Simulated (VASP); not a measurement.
# Al (Im-3m) in VASP: notebook, part 2 of 2

VASP 6.6.1. Earlier steps stand in the parts before.

### Step 3. Single point, PBEsol (volume scaled by 0.97)

INCAR

```
SYSTEM = Al
PREC     = Accurate       ! precision mode
ENCUT    = 520            ! plane-wave cutoff, eV
EDIFF    = 1E-6           ! SCF threshold, eV
ISMEAR   = 0              ! smearing method
SIGMA    = 0.1            ! smearing width, eV
LREAL    = .False.        ! projectors in reciprocal space
LASPH    = .True.         ! aspherical terms in the spheres
NELM     = 80             ! most SCF steps
ALGO     = Normal         ! electronic algorithm
ISIF     = 2              ! what is computed and relaxed
LWAVE    = .False.        ! write WAVECAR
LCHARG   = .False.        ! write CHGCAR
GGA      = PS             ! functional
NBANDS   = 8              ! bands
```

KPOINTS

```
regular mesh
0
Gamma
  18 18 18
  0 0 0
```

POSCAR

```
Al
1.0
   -1.5902112378      1.5902112378      1.5902112378
    1.5902112378     -1.5902112378      1.5902112378
    1.5902112378      1.5902112378     -1.5902112378
Al
1
Direct
    0.0000000000      0.0000000000      0.0000000000
```

Potentials or basis: VASP PAW PBE potentials, release 64 (Al).

Run with:

```console
$ cat potpaw_PBE.64/Al/POTCAR > POTCAR
$ mpirun -np 1 vasp_std > vasp.out
```

OUTCAR:

```text
SYSTEM = Al
   PREC = Accurate
   ENCUT = 520
   EDIFF = 1E-6
   ISMEAR = 0
   LREAL = .False.
   LASPH = .True.
   NELM = 80
   ISIF = 2
   GGA = PS

 ion  position               nearest neighbor table
   1  0.000  0.000  0.000-

  LATTYP: Found a body centered cubic cell.
 ALAT       =     3.1804224756

  Lattice vectors:

 A1 = (  -1.5902112378,   1.5902112378,   1.5902112378)
 A2 = (   1.5902112378,  -1.5902112378,   1.5902112378)
 A3 = (   1.5902112378,   1.5902112378,  -1.5902112378)

Analysis of symmetry for initial positions (statically):
=====================================================================
 Subroutine PRICEL returns:
 Original cell was already a primitive cell.

 Routine SETGRP: Setting up the symmetry group for a
 body centered cubic supercell.

 Subroutine GETGRP returns: Found 48 space group operations
 (whereof 48 operations were pure point group operations)
 out of a pool of 48 trial point group operations.

The static configuration has the point symmetry O_h .

Analysis of symmetry for dynamics (positions and initial velocities):
=====================================================================
 Subroutine PRICEL returns:
 Original cell was already a primitive cell.

 Routine SETGRP: Setting up the symmetry group for a
 body centered cubic supercell.

 Subroutine GETGRP returns: Found 48 space group operations
 (whereof 48 operations were pure point group operations)
 out of a pool of 48 trial point group operations.

The dynamic configuration has the point symmetry O_h .

 Subroutine INISYM returns: Found 48 space group operations
 (whereof 48 operations are pure point group operations),
 and found     1 'primitive' translations

----------------------------------------------------------------------------------------

                                     Primitive cell

  volume of cell :      16.0851

  direct lattice vectors                    reciprocal lattice vectors
    -1.590211238  1.590211238  1.590211238     0.000000000  0.314423636  0.314423636
     1.590211238 -1.590211238  1.590211238     0.314423636  0.000000000  0.314423636
     1.590211238  1.590211238 -1.590211238     0.314423636  0.314423636  0.000000000

  length of vectors
     2.754326659  2.754326659  2.754326659     0.444662171  0.444662171  0.444662171

  position of ions in fractional coordinates (direct lattice)
     0.000000000  0.000000000  0.000000000

  ion indices of the primitive-cell ions
   primitive index   ion index
                 1           1

----------------------------------------------------------------------------------------

 KPOINTS: regular mesh

Automatic generation of k-mesh.
 Grid dimensions read from file:
 generate k-points for:   18   18   18

 Generating k-lattice:

  Cartesian coordinates                     Fractional coordinates (reciprocal lattice)
     0.000000000  0.017467980  0.017467980     0.055555556  0.000000000  0.000000000
     0.017467980  0.000000000  0.017467980     0.000000000  0.055555556  0.000000000
     0.017467980  0.017467980  0.000000000     0.000000000  0.000000000  0.055555556

  Length of vectors
     0.024703454  0.024703454  0.024703454

  Shift w.r.t. Gamma in fractional coordinates (k-lattice)
     0.000000000  0.000000000  0.000000000

 Subroutine IBZKPT returns following result:
 ===========================================

 Found    195 irreducible k-points:

 Following reciprocal coordinates:
            Coordinates               Weight
  0.000000  0.000000  0.000000      1.000000
  0.055556  0.000000  0.000000     12.000000
  0.111111  0.000000  0.000000     12.000000
  0.166667  0.000000  0.000000     12.000000
  0.222222  0.000000  0.000000     12.000000
  0.277778  0.000000  0.000000     12.000000
[... 16 lines left out ...]
  0.333333  0.111111  0.000000     48.000000
  0.388889  0.111111  0.000000     48.000000
 [... further k-points ...]
   k-points           NKPTS =    195   k-points in BZ     NKDIM =    195   number of bands    NBANDS=      8
   number of dos      NEDOS =    301   number of ions     NIONS =      1
   total plane-waves  NPLWV =   8000
   dimension x,y,z NGX =    20 NGY =   20 NGZ =   20
   dimension x,y,z NGXF=    40 NGYF=   40 NGZF=   40
   ions per type =               1
   NGX,Y,Z   is equivalent  to a cutoff of  12.07, 12.07, 12.07 a.u.
   NGXF,Y,Z  is equivalent  to a cutoff of  24.14, 24.14, 24.14 a.u.
 SYSTEM =  Al
   PREC   = accura    normal or accurate (medium, high low for compatibility)
   ISTART =      0    job   : 0-new  1-cont  2-samecut
   ICHARG =      2    charge: 1-file 2-atom 10-const
   ISPIN  =      1    spin polarized calculation?
   LNONCOLLINEAR =      F non collinear calculations
   LSORBIT =      F    spin-orbit coupling
   LASPH  =      T    aspherical Exc in radial PAW
   ENCUT  =  520.0 eV  38.22 Ry    6.18 a.u.   5.12  5.12  5.12*2*pi/ulx,y,z
   NELM   =     80;   NELMIN=  2; NELMDL= -5     # of ELM steps
   EDIFF  = 0.1E-05   stopping-criterion for ELM
   LREAL  =      F    real-space projection
   EDIFFG = 0.1E-04   stopping-criterion for IOM
   NSW    =      0    number of steps for IOM
   IBRION =     -1    ionic relax: 0-MD 1-quasi-New 2-CG
   NFREE  =      0    steps in history (QN), initial steepest desc. (CG)
   ISIF   =      2    stress and relaxation
   ISYM   =      2    0-nonsym 1-usesym 2-fastsym
   POTIM  = 0.5000    time-step for ionic-motion
   TEBEG  =    0.0;   TEEND  =   0.0 temperature during run
   PSTRESS=    0.0 pullay stress
   NELECT =       3.0000    total number of electrons
   NUPDOWN=      -1.0000    fix difference up-down
   EMIN   =  10.00;   EMAX   =-10.00  energy-range for DOS
   EFERMI =   0.00;   METHOD = LEGACY
   ISMEAR =     0;   SIGMA  =   0.10  broadening in eV -4-tet -1-fermi 0-gaus
   EFERMI_NEDOS =   21; number of points for ismear=-14 and -15
   IALGO  =     38    algorithm
   IMIX   =      4    mixing-type and parameters
     AMIX     =   0.40;   BMIX     =  1.00
     AMIX_MAG =   1.60;   BMIX_MAG =  1.00
  volume/ion in A,a.u.               =      16.09       108.55
  Fermi-wavevector in a.u.,A,eV,Ry     =   0.935349  1.767554 11.903439  0.874878
  Thomas-Fermi vector in A             =   2.062247
   LORBIT       =      0    0 simple, 1 ext, 2 COOP (PROOUT), +10 PAW based schemes
   GGA     = PS    functional components
   LHFCALC =     F    Hartree Fock is set to
   AEXX    =    0.0000 exact exchange contribution
   IVDW    =     0    specifies the selected vdW correction
   LEPSILON=     F    determine dielectric tensor
   LRPA    =     F    only Hartree local field effects (RPA)
 non-spin polarized calculation
 Gauss-broadening in eV      SIGMA  =   0.10
  energy-cutoff  :      520.00
  volume of cell :       16.09
 maximum number of plane-waves:       446
   NGX = 11   NGY = 11   NGZ = 11

 number of electron       3.0000000 magnetization

 Free energy of the ion-electron system (eV)
  ---------------------------------------------------
  ext. energy  EPLUGINS =         0.00000000
  ---------------------------------------------------
  free energy    TOTEN  =        -3.99241058 eV

  energy without entropy =       -3.99042655  energy(sigma->0) =       -3.99141857

 E-fermi :   8.2381     XC(G=0): -10.3539

 val. band max:        8.2286685520   @ k =   0.2778   0.1667   0.0556
 cond. band min:       8.2387767783   @ k =  -0.3889   0.3889   0.1667
 fundamental gap:      0.0101082263
 Fermi energy:         8.2380821147

 k-point     1 :       0.0000    0.0000    0.0000
  band No.  band energies     occupation
      1      -3.0846      2.00000
      2      21.6165      0.00000
      3      21.6165      0.00000
      4      21.6165      0.00000
      5      23.2757      0.00000
      6      23.2757      0.00000
      7      23.2757      0.00000
      8      24.7037      0.00000
[... 243 lines left out ...]
 k-point    24 :       0.3889    0.1111    0.0000
  band No.  band energies     occupation
      1       2.8322      2.00000
      2       5.9772      2.00000
      3      13.4334      0.00000
      4      16.3913      0.00000
      5      19.8670      0.00000
      6      22.6114      0.00000
      7      27.1408      0.00000
      8      29.6277      0.00000

 [... further k-points ...]

------------------------ aborting loop because EDIFF is reached ----------------------------------------

  FORCE on cell =-STRESS in cart. coord.  units (eV):
  Direction    XX          YY          ZZ          XY          YZ          ZX
  --------------------------------------------------------------------------------------
  -------------------------------------------------------------------------------------
  Total        0.2504594      0.2504594      0.2504594      0.0000000      0.0000000     -0.0000000
  in kB       24.9472943     24.9472943     24.9472943      0.0000000      0.0000000     -0.0000000
  external PRESSURE =      24.9472943 kB  Pullay stress =       0.0000000 kB

 VOLUME and BASIS-vectors are now :
 -----------------------------------------------------------------------------
  energy-cutoff  :      520.00
  volume of cell :       16.09
      direct lattice vectors                 reciprocal lattice vectors
    -1.590211238  1.590211238  1.590211238     0.000000000  0.314423636  0.314423636
     1.590211238 -1.590211238  1.590211238     0.314423636  0.000000000  0.314423636
     1.590211238  1.590211238 -1.590211238     0.314423636  0.314423636  0.000000000

 POSITION                                       TOTAL-FORCE (eV/Angst)
 -----------------------------------------------------------------------------------
      0.00000      0.00000      0.00000         0.000000      0.000000     -0.000000
 -----------------------------------------------------------------------------------
    total drift:                                0.000000      0.000000      0.000000

  FREE ENERGIE OF THE ION-ELECTRON SYSTEM (eV)
  ---------------------------------------------------
  free  energy   TOTEN  =        -3.9924105797 eV

  energy  without entropy=       -3.9904265543  energy(sigma->0) =       -3.99141857
```

Wall time 8 s (1 thread of Intel Xeon 6975P-C, shared host); peak memory 0.13 GiB.

Results:

```yaml
Free_energy: -3.9924 eV
Pressure: 2.5 GPa
```

Caveat: the cell differs from its parent crystal (volume scaled by 0.97); the PAW data sets were made with another functional, which shifts forces and pressure a little.

### Step 4. Single point, PBEsol

This run uses another cell than the first one, of 16.58 Å³/atom, 1.029 times its volume.

INCAR

```
  ALGO = Fast
  EDIFF = 1E-6
  ENCUT = 520
  GGA = PS
  ISIF = 2
  ISMEAR = 0
  LASPH = T
  LCHARG = F
  LREAL = F
  LWAVE = F
  NBANDS = 8
  NELM = 60
  PREC = Accurate
  SIGMA = 0.1
```

KPOINTS

```
k-points
0
Gamma
  18 18 18
```

POSCAR

```
Al
1.0
   -1.6064390039      1.6064390039      1.6064390039
    1.6064390039     -1.6064390039      1.6064390039
    1.6064390039      1.6064390039     -1.6064390039
Al
1
Direct
    0.0000000000      0.0000000000      0.0000000000
```

Run with:

```console
$ cat potpaw_PBE.64/Al/POTCAR > POTCAR
$ mpirun -np 1 vasp_std > vasp.out
```

It took 9.6 s on 1 thread of Intel Xeon 6975P-C, shared host; peak memory 0.15 GiB.

It converged, with:

* Free energy: -3.9964 eV
* Pressure: 0.1 GPa

Levels at points of the mesh, in eV from the Fermi level:
| k point | band 1 | band 2 | band 3 | band 4 |
| --- | --- | --- | --- | --- |
| (0.00, 0.00, 0.00) | -11.10 | 13.20 | 13.20 | 13.20 |
| (0.50, 0.00, 0.00) | -4.31 | -3.86 | 8.11 | 8.23 |
| (0.50, 0.50, 0.50) | 1.85 | 1.85 | 1.85 | 2.97 |

Caveat: the PAW data sets were made with another functional, which shifts forces and pressure a little.

### Step 5. Single point, PBEsol (volume scaled by 1.03)

INCAR

```
SYSTEM = Al
ALGO = Normal ; EDIFF = 1E-7
ENCUT = 520 ; GGA = PS
ISIF = 2 ; ISMEAR = 0
LASPH = .TRUE. ; LCHARG = .TRUE.
LELF = .TRUE. ; LREAL = .FALSE.
LVHAR = .TRUE. ; LWAVE = .FALSE.
NBANDS = 8 ; NELM = 100
PREC = Accurate ; SIGMA = 0.1
```

KPOINTS

```
k-points
0
G
  18 18 18
  0 0 0
```

POSCAR

```
Al
1.0
   -1.6223453750      1.6223453750      1.6223453750
    1.6223453750     -1.6223453750      1.6223453750
    1.6223453750      1.6223453750     -1.6223453750
Al
1
Direct
    0.0000000000      0.0000000000      0.0000000000
```

Potentials or basis: VASP PAW PBE potentials, release 64 (Al).

Run with:

```console
$ cat potpaw_PBE.64/Al/POTCAR > POTCAR
$ mpirun -np 1 vasp_std > vasp.out
```

OUTCAR:

```text
SYSTEM = Al
   EDIFF = 1E-7
   ENCUT = 520
   GGA = PS
   ISIF = 2
   ISMEAR = 0
   LASPH = .TRUE.
   LREAL = .FALSE.
   NELM = 100
   PREC = Accurate

 ion  position               nearest neighbor table
   1  0.000  0.000  0.000-

  LATTYP: Found a body centered cubic cell.
 ALAT       =     3.2446907500

  Lattice vectors:

 A1 = (  -1.6223453750,   1.6223453750,   1.6223453750)
 A2 = (   1.6223453750,  -1.6223453750,   1.6223453750)
[... 442 lines left out ...]
      6      21.4059      0.00000
      7      25.8474      0.00000
      8      28.1892      0.00000

 [... further k-points ...]

------------------------ aborting loop because EDIFF is reached ----------------------------------------

  FORCE on cell =-STRESS in cart. coord.  units (eV):
  Direction    XX          YY          ZZ          XY          YZ          ZX
  --------------------------------------------------------------------------------------
  -------------------------------------------------------------------------------------
  Total       -0.2097035     -0.2097035     -0.2097035     -0.0000000      0.0000000     -0.0000000
  in kB      -19.6709903    -19.6709903    -19.6709903     -0.0000000      0.0000000     -0.0000000
  external PRESSURE =     -19.6709903 kB  Pullay stress =       0.0000000 kB

 VOLUME and BASIS-vectors are now :
 -----------------------------------------------------------------------------
  energy-cutoff  :      520.00
  volume of cell :       17.08
      direct lattice vectors                 reciprocal lattice vectors
    -1.622345375  1.622345375  1.622345375     0.000000000  0.308195781  0.308195781
     1.622345375 -1.622345375  1.622345375     0.308195781  0.000000000  0.308195781
     1.622345375  1.622345375 -1.622345375     0.308195781  0.308195781  0.000000000

 POSITION                                       TOTAL-FORCE (eV/Angst)
 -----------------------------------------------------------------------------------
      0.00000      0.00000      0.00000         0.000000      0.000000     -0.000000
 -----------------------------------------------------------------------------------
    total drift:                               -0.000000     -0.000000     -0.000000

  FREE ENERGIE OF THE ION-ELECTRON SYSTEM (eV)
  ---------------------------------------------------
  free  energy   TOTEN  =        -3.9934104613 eV

  energy  without entropy=       -3.9918505080  energy(sigma->0) =       -3.99263048
```

OSZICAR:

```text
N       E                     dE             d eps       ncg     rms          rms(c)
DAV:   1    -0.271625133301E+01   -0.27163E+01   -0.86324E+02  3128   0.203E+02
DAV:   2    -0.401553433390E+01   -0.12993E+01   -0.12542E+01  4384   0.180E+01
DAV:   3    -0.402190190692E+01   -0.63676E-02   -0.63668E-02  4000   0.140E+00
DAV:   4    -0.402191826358E+01   -0.16357E-04   -0.16356E-04  4488   0.640E-02
DAV:   5    -0.402191831838E+01   -0.54795E-07   -0.53980E-07  3896   0.238E-03    0.128E+00
DAV:   6    -0.400469782024E+01    0.17220E-01   -0.28550E-03  3512   0.212E-01    0.723E-01
DAV:   7    -0.399342729494E+01    0.11271E-01   -0.75663E-03  3552   0.335E-01    0.153E-01
DAV:   8    -0.399341145016E+01    0.15845E-04   -0.29936E-05  4200   0.372E-02    0.396E-03
DAV:   9    -0.399341088419E+01    0.56597E-06   -0.37361E-07  3976   0.275E-03    0.106E-03
DAV:  10    -0.399341046346E+01    0.42073E-06   -0.85561E-09  3792   0.552E-04    0.272E-04
DAV:  11    -0.399341046132E+01    0.21441E-08   -0.18872E-10  1832   0.744E-05
   1 F= -.39934105E+01 E0= -.39926305E+01  d E =-.155995E-02
```

stdout:

```text
POSCAR found type information on POSCAR Al
 POSCAR found :  1 types and       1 ions
 scaLAPACK will be used
 -----------------------------------------------------------------------------
|                                                                             |
|                                                                             |
|     You enforced a specific xc type in the INCAR file but a different       |
|     I HOPE YOU KNOW WHAT YOU ARE DOING!                                     |
|                                                                             |
 -----------------------------------------------------------------------------

 LDA part: xc-table for (Slater+PW92), standard interpolation
 POSCAR, INCAR and KPOINTS ok, starting setup
 FFT: planning ... GRIDC
 FFT: planning ... GRID_SOFT
 FFT: planning ... GRID
 WAVECAR not read
 entering main loop
```

Wall time 11 s (1 thread of Intel Xeon 6975P-C, shared host); peak memory 0.15 GiB.

Results:

| Quantity | Value |
| --- | --- |
| Free energy | -3.9934 eV |
| Pressure | -2.0 GPa |

Caveat: the cell differs from its parent crystal (volume scaled by 1.03); the PAW data sets were made with another functional, which shifts forces and pressure a little.

### Step 6. Overview

| cell | gap on the mesh (eV) | pressure (GPa) |
| --- | --- | --- |
| a = 2.756 Å, angles 109.5°, 1 atom | none | 2.3 |
| a = 2.754 Å, angles 109.5°, 1 atom | none | 2.5 |
| a = 2.782 Å, angles 109.5°, 1 atom | none | 0.1 |
| a = 2.810 Å, angles 109.5°, 1 atom | none | -2.0 |

Alike in all rows: task single point; level PBEsol; potentials or basis VASP PAW PBE potentials, release 64 (Al); no spin polarisation; k mesh 18 × 18 × 18; cutoff (eV) 520; smearing gaussian 0.1 eV.

Caveats: the PAW data sets were made with another functional, which shifts forces and pressure a little.

Total energies depend on the potentials used, so only differences within one code and one set of settings carry meaning.
